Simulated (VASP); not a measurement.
Runs of VASP 6.6.1 on I. The structure is that of space group Fm-3m (No. 225), or close to it. The cells are those of the table. 

```tsv
level	potentials or basis	cell	gap on the mesh (eV)	pressure (GPa)
LDA	VASP PAW LDA potentials, release 64 (I)	a = 3.129 Å, angles 60.0°, 1 atom	none	33.2
LDA	VASP PAW LDA potentials, release 64 (I)	a = 2.596 Å, angles 60.0°, 1 atom	none	(a)
LDA	VASP PAW LDA potentials, release 64 (I)	a = 3.524 Å, angles 60.0°, 1 atom	none	-0.1
PBEsol	VASP PAW PBE potentials, release 64 (I)	a = 2.797 Å, angles 60.0°, 1 atom	none	146.2
LDA	VASP PAW LDA potentials, release 64 (I)	a = 2.972 Å, angles 60.0°, 1 atom	none	68.9
LDA	VASP PAW LDA potentials, release 64 (I)	a = 3.271 Å, angles 60.0°, 1 atom	none	14.9
LDA	VASP PAW LDA potentials, release 64 (I)	a = 3.402 Å, angles 60.0°, 1 atom	none	(b)
```

Alike in all rows: task single point; no spin polarisation; k mesh 14 × 14 × 14; cutoff (eV) 520; smearing fermi-dirac 0.05 eV.

Q: Fill in the values left out.

A: (a) 315.4; (b) 5.3.

Caveats: spin-orbit coupling is left out, which moves the levels of the heavy elements; an odd number of electrons without spin polarisation forces a metal; a magnetic or distorted state may lie lower; the PAW data sets were made with another functional, which shifts forces and pressure a little (some runs).

A k mesh can miss the band edges, and the runs leave out spin-orbit coupling on I.

A gap of «none» marks levels without a gap at the run's occupations.
